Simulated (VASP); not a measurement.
# Bi (P6_3/mmc) in VASP: a series of runs

Runs on Bi. Level: PBE. Tasks: single point.

All numbers are computed with VASP 6.6.1; they aren't measurements. Logs are shortened: lines on timing, memory, paths and dates and some standing lists are left out, and cuts for length are marked.

## 1. The cell of the first run

Symmetry: P6_3/mmc, No. 194, hexagonal system. Conventional cell: a = 3.572 Å, b = 3.572 Å, c = 11.944 Å, α = 90.00°, β = 90.00°, γ = 120.00°. Within 4.7 Å of Bi (site symmetry -3m) lie 12 Bi at 3.57 to 3.63 Å. Bi (site symmetry -6m2) has 12 Bi at 3.57 to 3.63 Å within 4.7 Å.

## 2. Single point, PBE (volume scaled by 1.04)

The input, INCAR:

```
PREC = Accurate
ENCUT = 520
EDIFF = 1E-7
ISMEAR = -1
SIGMA = 0.1
LREAL = F
LASPH = T
NELM = 100
ALGO = Normal
ISIF = 2
LWAVE = F
LCHARG = F
GGA = PE
NBANDS = 38
```

The input, KPOINTS:

```
Automatic mesh
0
Gamma
  12 12 3
```

The input, POSCAR:

```
Bi
1.0
    3.5715704209      0.0000000000      0.0000000000
   -1.7857852105      3.0930707159      0.0000000000
    0.0000000000      0.0000000000     11.9443219500
Bi
4
Direct
    1.0000000000      0.0000000000      0.0000000000
    0.0000000000      0.0000000000      0.5000000000
    0.3333333333      0.6666666667      0.2500000000
    0.6666666667      0.3333333333      0.7500000000
```

Potentials or basis: VASP PAW PBE potentials, release 64 (Bi_d).

Started as:

```console
$ cat potpaw_PBE.64/Bi_d/POTCAR > POTCAR
$ mpirun -np 1 vasp_std > vasp.out
```

OUTCAR:

```text
PREC = Accurate
   ENCUT = 520
   EDIFF = 1E-7
   ISMEAR = -1
   LREAL = F
   LASPH = T
   NELM = 100
   ISIF = 2
   GGA = PE

 ion  position               nearest neighbor table
   1  0.000  0.000  0.000-   3 3.63   4 3.63   4 3.63   3 3.63   4 3.63   3 3.63
   2  0.000  0.000  0.500-   3 3.63   4 3.63   4 3.63   3 3.63   4 3.63   3 3.63
   3  0.333  0.667  0.250-   1 3.63   2 3.63   1 3.63   2 3.63   1 3.63   2 3.63
   4  0.667  0.333  0.750-   1 3.63   2 3.63   1 3.63   2 3.63   1 3.63   2 3.63

  LATTYP: Found a hexagonal cell.
 ALAT       =     3.5715704209
 C/A-ratio  =     3.3442773185

  Lattice vectors:

 A1 = (   3.5715704209,   0.0000000000,   0.0000000000)
 A2 = (  -1.7857852105,   3.0930707159,   0.0000000000)
 A3 = (   0.0000000000,   0.0000000000,  11.9443219500)

Analysis of symmetry for initial positions (statically):
=====================================================================
 Subroutine PRICEL returns:
 Original cell was already a primitive cell.

 Routine SETGRP: Setting up the symmetry group for a
 hexagonal supercell.

 Subroutine GETGRP returns: Found 24 space group operations
 (whereof 12 operations were pure point group operations)
 out of a pool of 24 trial point group operations.

The static configuration has the point symmetry D_3d.
 The point group associated with its full space group is D_6h.

Analysis of symmetry for dynamics (positions and initial velocities):
=====================================================================
 Subroutine PRICEL returns:
 Original cell was already a primitive cell.

 Routine SETGRP: Setting up the symmetry group for a
 hexagonal supercell.

 Subroutine GETGRP returns: Found 24 space group operations
 (whereof 12 operations were pure point group operations)
 out of a pool of 24 trial point group operations.

The dynamic configuration has the point symmetry D_3d.
 The point group associated with its full space group is D_6h.

 Subroutine INISYM returns: Found 24 space group operations
 (whereof 12 operations are pure point group operations),
 and found     1 'primitive' translations

----------------------------------------------------------------------------------------

                                     Primitive cell

  volume of cell :     131.9504

  direct lattice vectors                    reciprocal lattice vectors
     3.571570421  0.000000000  0.000000000     0.279988879  0.161651655  0.000000000
    -1.785785211  3.093070716  0.000000000     0.000000000  0.323303310  0.000000000
     0.000000000  0.000000000 11.944321950     0.000000000  0.000000000  0.083721789

  length of vectors
     3.571570421  3.571570421 11.944321950     0.323303310  0.323303310  0.083721789

  position of ions in fractional coordinates (direct lattice)
     0.000000000  0.000000000  0.000000000
     0.000000000  0.000000000  0.500000000
     0.333333333  0.666666667  0.250000000
     0.666666667  0.333333333  0.750000000

  ion indices of the primitive-cell ions
   primitive index   ion index
                 1           1
                 2           2
                 3           3
                 4           4

----------------------------------------------------------------------------------------

 KPOINTS: Automatic mesh

Automatic generation of k-mesh.
 Grid dimensions read from file:
 generate k-points for:   12   12    3

 Generating k-lattice:

  Cartesian coordinates                     Fractional coordinates (reciprocal lattice)
     0.023332407  0.013470971  0.000000000     0.083333333 -0.000000000  0.000000000
     0.000000000  0.026941942  0.000000000     0.000000000  0.083333333  0.000000000
     0.000000000  0.000000000  0.027907263     0.000000000  0.000000000  0.333333333

  Length of vectors
     0.026941942  0.026941942  0.027907263

  Shift w.r.t. Gamma in fractional coordinates (k-lattice)
     0.000000000  0.000000000  0.000000000

 Subroutine IBZKPT returns following result:
 ===========================================

 Found     38 irreducible k-points:

 Following reciprocal coordinates:
            Coordinates               Weight
  0.000000  0.000000  0.000000      1.000000
  0.083333 -0.000000  0.000000      6.000000
  0.166667 -0.000000  0.000000      6.000000
  0.250000  0.000000  0.000000      6.000000
  0.333333 -0.000000  0.000000      6.000000
  0.416667 -0.000000  0.000000      6.000000
[... 16 lines left out ...]
  0.250000  0.000000  0.333333     12.000000
  0.333333 -0.000000  0.333333     12.000000
 [... further k-points ...]
   k-points           NKPTS =     38   k-points in BZ     NKDIM =     38   number of bands    NBANDS=     38
   number of dos      NEDOS =    301   number of ions     NIONS =      4
   total plane-waves  NPLWV =  70560
   dimension x,y,z NGX =    28 NGY =   28 NGZ =   90
   dimension x,y,z NGXF=    56 NGYF=   56 NGZF=  180
   ions per type =               4
   NGX,Y,Z   is equivalent  to a cutoff of  13.03, 13.03, 12.53 a.u.
   NGXF,Y,Z  is equivalent  to a cutoff of  26.07, 26.07, 25.05 a.u.
 SYSTEM =  unknown system
   PREC   = accura    normal or accurate (medium, high low for compatibility)
   ISTART =      0    job   : 0-new  1-cont  2-samecut
   ICHARG =      2    charge: 1-file 2-atom 10-const
   ISPIN  =      1    spin polarized calculation?
   LNONCOLLINEAR =      F non collinear calculations
   LSORBIT =      F    spin-orbit coupling
   LASPH  =      T    aspherical Exc in radial PAW
   ENCUT  =  520.0 eV  38.22 Ry    6.18 a.u.   6.64  6.64 22.21*2*pi/ulx,y,z
   NELM   =    100;   NELMIN=  2; NELMDL= -5     # of ELM steps
   EDIFF  = 0.1E-06   stopping-criterion for ELM
   LREAL  =      F    real-space projection
   EDIFFG = 0.1E-05   stopping-criterion for IOM
   NSW    =      0    number of steps for IOM
   IBRION =     -1    ionic relax: 0-MD 1-quasi-New 2-CG
   NFREE  =      0    steps in history (QN), initial steepest desc. (CG)
   ISIF   =      2    stress and relaxation
   ISYM   =      2    0-nonsym 1-usesym 2-fastsym
   POTIM  = 0.5000    time-step for ionic-motion
   TEBEG  =    0.0;   TEEND  =   0.0 temperature during run
   PSTRESS=    0.0 pullay stress
   NELECT =      60.0000    total number of electrons
   NUPDOWN=      -1.0000    fix difference up-down
   EMIN   =  10.00;   EMAX   =-10.00  energy-range for DOS
   EFERMI =   0.00;   METHOD = LEGACY
   ISMEAR =    -1;   SIGMA  =   0.10  broadening in eV -4-tet -1-fermi 0-gaus
   EFERMI_NEDOS =   21; number of points for ismear=-14 and -15
   IALGO  =     38    algorithm
   IMIX   =      4    mixing-type and parameters
     AMIX     =   0.40;   BMIX     =  1.00
     AMIX_MAG =   1.60;   BMIX_MAG =  1.00
  volume/ion in A,a.u.               =      32.99       222.61
  Fermi-wavevector in a.u.,A,eV,Ry     =   1.258892  2.378960 21.562628  1.584808
  Thomas-Fermi vector in A             =   2.392479
   LORBIT       =      0    0 simple, 1 ext, 2 COOP (PROOUT), +10 PAW based schemes
   GGA     = PE    functional components
[... 5 lines left out ...]
 non-spin polarized calculation
  energy-cutoff  :      520.00
  volume of cell :      131.95
 maximum number of plane-waves:      3602
 NGX is ok and might be reduce to    28
   NGX = 13   NGY = 13   NGZ = 45

 number of electron      60.0000008 magnetization

 Free energy of the ion-electron system (eV)
  ---------------------------------------------------
  ext. energy  EPLUGINS =         0.00000000
  ---------------------------------------------------
  free energy    TOTEN  =       -14.94843830 eV

  energy without entropy =      -14.85972744  energy(sigma->0) =      -14.90408287

 E-fermi :   7.2914     XC(G=0): -10.0194

 val. band max:        7.2794565112   @ k =   0.1667   0.1667   0.0000
 cond. band min:       7.2974083779   @ k =   0.4167  -0.0000   0.0000
 fundamental gap:      0.0179518667
 Fermi energy:         7.2914005542

 k-point     1 :       0.0000    0.0000    0.0000
  band No.  band energies     occupation
      1     -15.7782      2.00000
      2     -15.7758      2.00000
      3     -15.7758      2.00000
      4     -15.7740      2.00000
      5     -15.7720      2.00000
      6     -15.7720      2.00000
[... 30 lines left out ...]
     37      14.3564      0.00000
     38      14.7837      0.00000

 k-point     2 :       0.0833   -0.0000    0.0000
  band No.  band energies     occupation
      1     -15.7789      2.00000
      2     -15.7770      2.00000
      3     -15.7751      2.00000
      4     -15.7724      2.00000
      5     -15.7691      2.00000
      6     -15.7653      2.00000
[... 30 lines left out ...]
     37      14.8387      0.00000
     38      15.2840      0.00000

 k-point     3 :       0.1667   -0.0000    0.0000
  band No.  band energies     occupation
      1     -15.7905      2.00000
      2     -15.7826      2.00000
      3     -15.7799      2.00000
      4     -15.7660      2.00000
      5     -15.7633      2.00000
      6     -15.7568      2.00000
[... 30 lines left out ...]
     37      13.9143      0.00000
     38      14.5121      0.00000

 k-point     4 :       0.2500    0.0000    0.0000
  band No.  band energies     occupation
      1     -15.8048      2.00000
      2     -15.7912      2.00000
      3     -15.7875      2.00000
      4     -15.7683      2.00000
      5     -15.7606      2.00000
      6     -15.7583      2.00000
[... 30 lines left out ...]
     37      13.0994      0.00000
     38      13.6794      0.00000
[... 703 lines left out ...]
      4     -15.7680      2.00000
      5     -15.7615      2.00000
      6     -15.7566      2.00000
[... 30 lines left out ...]
     37      13.9487      0.00000
     38      14.1001      0.00000

 k-point    23 :       0.2500    0.0000    0.3333
  band No.  band energies     occupation
      1     -15.8032      2.00000
      2     -15.7980      2.00000
      3     -15.7796      2.00000
      4     -15.7715      2.00000
      5     -15.7589      2.00000
      6     -15.7507      2.00000
[... 30 lines left out ...]
     37      13.1653      0.00000
     38      13.2572      0.00000

 k-point    24 :       0.3333   -0.0000    0.3333
  band No.  band energies     occupation
      1     -15.8155      2.00000
      2     -15.8083      2.00000
      3     -15.7852      2.00000
      4     -15.7763      2.00000
      5     -15.7688      2.00000
      6     -15.7601      2.00000
[... 30 lines left out ...]
     37      12.6226      0.00000
     38      12.6776      0.00000

 [... further k-points ...]
[... 5 lines left out ...]
  --------------------------------------------------------------------------------------
  -------------------------------------------------------------------------------------
  Total       -1.7362309     -1.7362309     -1.4545194      0.0000000      0.0000000      0.0000000
  in kB      -21.0817901    -21.0817901    -17.6611722      0.0000000      0.0000000      0.0000000
  external PRESSURE =     -19.9415841 kB  Pullay stress =       0.0000000 kB

 VOLUME and BASIS-vectors are now :
 -----------------------------------------------------------------------------
  energy-cutoff  :      520.00
  volume of cell :      131.95
      direct lattice vectors                 reciprocal lattice vectors
     3.571570421  0.000000000  0.000000000     0.279988879  0.161651655  0.000000000
    -1.785785211  3.093070716  0.000000000     0.000000000  0.323303310  0.000000000
     0.000000000  0.000000000 11.944321950     0.000000000  0.000000000  0.083721789

 POSITION                                       TOTAL-FORCE (eV/Angst)
 -----------------------------------------------------------------------------------
      0.00000      0.00000      0.00000         0.000000      0.000000      0.000000
      0.00000      0.00000      5.97216         0.000000      0.000000      0.000000
     -0.00000      2.06205      2.98608        -0.000000     -0.000000     -0.000000
      1.78579      1.03102      8.95824         0.000000      0.000000     -0.000000
 -----------------------------------------------------------------------------------
    total drift:                                0.000000     -0.000000      0.000000

  FREE ENERGIE OF THE ION-ELECTRON SYSTEM (eV)
  ---------------------------------------------------
  free  energy   TOTEN  =       -14.9484382990 eV

  energy  without entropy=      -14.8597274413  energy(sigma->0) =      -14.90408287
```

Run time: 72 s. Hardware: 1 thread of Intel Xeon 6975P-C (Granite Rapids), shared host; peak memory 0.32 GiB.

What came out:

```yaml
Free_energy: -14.9484 eV
Pressure: -2.0 GPa
Band_gap_on_the_k_mesh: zero (band 30 reaches 11.23 eV, above the bottom of band 31 at 5.46 eV)
```

Levels at points of the mesh, in eV from the Fermi level:
```tsv
k point	band 28	band 29	band 30	band 31	band 32	band 33
(0.00, 0.00, 0.00)	3.33	3.33	3.94	3.94	3.96	3.96
(0.50, 0.00, 0.00)	-3.29	-1.36	-0.69	0.51	1.33	1.55
```

Caveat: spin-orbit coupling is left out, which moves the levels of the heavy elements.

## 3. Single point, PBE (volume scaled by 1.08)

The input, INCAR:

```
SYSTEM = Bi
PREC = Accurate ; ENCUT = 520
EDIFF = 1E-6 ; ISMEAR = -1
SIGMA = 0.1 ; LREAL = .FALSE.
LASPH = .TRUE. ; NELM = 100
ALGO = Normal ; ISIF = 2
LWAVE = .FALSE. ; LCHARG = .TRUE.
GGA = PE ; LELF = .TRUE.
LVHAR = .TRUE. ; NBANDS = 38
```

The input, KPOINTS:

```
regular mesh
0
G
  12 12 3
  0 0 0
```

The input, POSCAR:

```
Bi
1.0
    3.6167849730      0.0000000000      0.0000000000
   -1.8083924865      3.1322276666      0.0000000000
    0.0000000000      0.0000000000     12.0955319509
Bi
4
Direct
    1.0000000000      0.0000000000      0.0000000000
    0.0000000000      0.0000000000      0.5000000000
    0.3333333333      0.6666666667      0.2500000000
    0.6666666667      0.3333333333      0.7500000000
```

Potentials or basis: VASP PAW PBE potentials, release 64 (Bi_d).

Started as:

```console
$ cat potpaw_PBE.64/Bi_d/POTCAR > POTCAR
$ mpirun -np 1 vasp_std > vasp.out
```

OUTCAR:

```text
SYSTEM = Bi
   PREC = Accurate
   ENCUT = 520
   EDIFF = 1E-6
   ISMEAR = -1
   LREAL = .FALSE.
   LASPH = .TRUE.
   NELM = 100
   ISIF = 2
   GGA = PE

 ion  position               nearest neighbor table
   1  0.000  0.000  0.000-   3 3.67   4 3.67   3 3.67   4 3.67   4 3.67   3 3.67
   2  0.000  0.000  0.500-   3 3.67   4 3.67   3 3.67   4 3.67   4 3.67   3 3.67
   3  0.333  0.667  0.250-   1 3.67   2 3.67   1 3.67   2 3.67   1 3.67   2 3.67
   4  0.667  0.333  0.750-   1 3.67   2 3.67   1 3.67   2 3.67   1 3.67   2 3.67

  LATTYP: Found a hexagonal cell.
 ALAT       =     3.6167849730
 C/A-ratio  =     3.3442773184

  Lattice vectors:

 A1 = (   3.6167849730,   0.0000000000,   0.0000000000)
 A2 = (  -1.8083924865,   3.1322276666,   0.0000000000)
 A3 = (   0.0000000000,   0.0000000000,  12.0955319509)

Analysis of symmetry for initial positions (statically):
=====================================================================
 Subroutine PRICEL returns:
 Original cell was already a primitive cell.

 Routine SETGRP: Setting up the symmetry group for a
 hexagonal supercell.

 Subroutine GETGRP returns: Found 24 space group operations
 (whereof 12 operations were pure point group operations)
[... 171 lines left out ...]

 val. band max:        6.8535570685   @ k =   0.1667   0.1667   0.0000
 cond. band min:       6.8656100612   @ k =   0.4167   0.0000   0.0000
 fundamental gap:      0.0120529927
 Fermi energy:         6.8538129156

 k-point     1 :       0.0000    0.0000    0.0000
  band No.  band energies     occupation
      1     -16.1992      2.00000
      2     -16.1977      2.00000
      3     -16.1977      2.00000
      4     -16.1954      2.00000
      5     -16.1941      2.00000
      6     -16.1941      2.00000
[... 973 lines left out ...]
     37      12.1437      0.00000
     38      12.1970      0.00000

 [... further k-points ...]

------------------------ aborting loop because EDIFF is reached ----------------------------------------

  FORCE on cell =-STRESS in cart. coord.  units (eV):
  Direction    XX          YY          ZZ          XY          YZ          ZX
  --------------------------------------------------------------------------------------
  -------------------------------------------------------------------------------------
  Total       -3.0897760     -3.0897760     -2.7168591      0.0000000      0.0000000      0.0000000
  in kB      -36.1273902    -36.1273902    -31.7670372      0.0000000      0.0000000      0.0000000
  external PRESSURE =     -34.6739392 kB  Pullay stress =       0.0000000 kB

 VOLUME and BASIS-vectors are now :
 -----------------------------------------------------------------------------
  energy-cutoff  :      520.00
  volume of cell :      137.03
      direct lattice vectors                 reciprocal lattice vectors
     3.616784973  0.000000000  0.000000000     0.276488652  0.159630797  0.000000000
    -1.808392487  3.132227667  0.000000000     0.000000000  0.319261595  0.000000000
     0.000000000  0.000000000 12.095531951     0.000000000  0.000000000  0.082675157

 POSITION                                       TOTAL-FORCE (eV/Angst)
 -----------------------------------------------------------------------------------
      0.00000      0.00000      0.00000        -0.000000      0.000000      0.000000
      0.00000      0.00000      6.04777        -0.000000      0.000000      0.000000
     -0.00000      2.08815      3.02388         0.000000      0.000000     -0.000000
      1.80839      1.04408      9.07165        -0.000000     -0.000000      0.000000
 -----------------------------------------------------------------------------------
    total drift:                                0.000000     -0.000000      0.000000

  FREE ENERGIE OF THE ION-ELECTRON SYSTEM (eV)
  ---------------------------------------------------
  free  energy   TOTEN  =       -14.8634715890 eV

  energy  without entropy=      -14.7713121473  energy(sigma->0) =      -14.81739187
```

OSZICAR:

```text
N       E                     dE             d eps       ncg     rms          rms(c)
DAV:   1     0.706135827156E+03    0.70614E+03   -0.31014E+04  2888   0.190E+03
DAV:   2     0.610666475573E+02   -0.64507E+03   -0.63349E+03  2902   0.535E+02
DAV:   3    -0.114043208780E+02   -0.72471E+02   -0.70664E+02  3422   0.195E+02
DAV:   4    -0.146926741776E+02   -0.32884E+01   -0.32741E+01  3194   0.433E+01
DAV:   5    -0.148752666789E+02   -0.18259E+00   -0.18256E+00  4270   0.935E+00    0.932E-01
DAV:   6    -0.148627975405E+02    0.12469E-01   -0.66127E-02  3522   0.217E+00    0.587E-01
DAV:   7    -0.148630862529E+02   -0.28871E-03   -0.33197E-02  3500   0.148E+00    0.177E-01
DAV:   8    -0.148634425081E+02   -0.35626E-03   -0.25893E-03  3260   0.526E-01    0.226E-02
DAV:   9    -0.148634684881E+02   -0.25980E-04   -0.14099E-04  4486   0.137E-01    0.133E-02
DAV:  10    -0.148634716052E+02   -0.31171E-05   -0.10761E-05  3226   0.266E-02    0.270E-03
DAV:  11    -0.148634715890E+02    0.16199E-07   -0.64727E-07  1930   0.100E-02
   1 F= -.14863472E+02 E0= -.14817392E+02  d E =-.921594E-01
```

stdout:

```text
POSCAR found type information on POSCAR Bi
 POSCAR found :  1 types and       4 ions
 scaLAPACK will be used
 LDA part: xc-table for (Slater+PW92), standard interpolation
 POSCAR, INCAR and KPOINTS ok, starting setup
 FFT: planning ... GRIDC
 FFT: planning ... GRID_SOFT
 FFT: planning ... GRID
 WAVECAR not read
 entering main loop
```

Wall time 63 s (1 thread of Intel Xeon 6975P-C (Granite Rapids), shared host); peak memory 0.32 GiB.

What came out:

* Free energy: -14.8635 eV
* Pressure: -3.5 GPa
* Band gap on the k mesh: zero (band 30 reaches 10.60 eV, above the bottom of band 31 at 5.10 eV)

Caveat: spin-orbit coupling is left out, which moves the levels of the heavy elements.

[end of part 1 of 2]
